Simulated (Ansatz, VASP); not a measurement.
## One calculation of Mg, two programs

The input INCAR:

```
SYSTEM = Mg
ALGO = Normal
EDIFF = 1E-7
ENCUT = 520
GGA = PE
ISIF = 2
ISMEAR = -1
LASPH = .True.
LCHARG = .True.
LELF = .True.
LREAL = .False.
LVHAR = .True.
LWAVE = .False.
NBANDS = 9
NELM = 60
PREC = Accurate
SIGMA = 0.05
```

The input KPOINTS:

```
k-points
0
Gamma
  10 10 5
  0 0 0
```

Contents of POSCAR:

```
Mg
1.0
    3.2484984700      0.0000000000      0.0000000000
   -1.6242492400      2.8132822000      0.0000000000
    0.0000000000      0.0000000000      5.2772000000
Mg
2
Direct
    0.3333333300      0.6666666700      0.2500000000
    0.6666666700      0.3333333300      0.7500000000
```

Input for Ansatz:

```yaml
crystal:
  lattice:
    - [3.24849847, 0.0, 0.0]
    - [-1.62424924, 2.8132822, 0.0]
    - [0.0, 0.0, 5.2772]
  atoms:
    - { symbol: Mg, position: [0.33333333, 0.66666667, 0.25] }
    - { symbol: Mg, position: [0.66666667, 0.33333333, 0.75] }
hamiltonian:
  xc: pbe
  pseudopotentials: { kind: paw }
basis:
  ecutwfc: 420
kpoints:
  mp_grid: { grid: [10, 10, 5] }
scf:
  occupations: { method: fermi_dirac, width: 0.05 }
  lower_state_search: "off"
output:
  forces: true
  stress: true
```

Alike in both runs: task single point; functional PBE; k mesh 10 × 10 × 5; occupations fermi-dirac, width 0.05 eV; no spin polarisation.

```csv
,VASP,Ansatz
version,VASP 6.6.1,Ansatz 0.2.0
potentials or method,"VASP PAW PBE potentials, release 64 (Mg), cutoff 520 eV","PAW, plane waves, scalar-relativistic"
valence electrons in the cell,4,20
```

Ansatz gave:

| Item | Value |
| --- | --- |
| pressure (GPa) | -1.5 |
| traceless stress, the component that is largest in VASP (GPa) | 0.82 |

Task: What did VASP give for the same quantities?

Result: Pressure (GPa): -1.7; traceless stress, the component that is largest in VASP (GPa): 0.82.

VASP's potentials hold 4 valence electrons a cell and Ansatz's 20, so a difference there can come from the potentials and not from the codes.
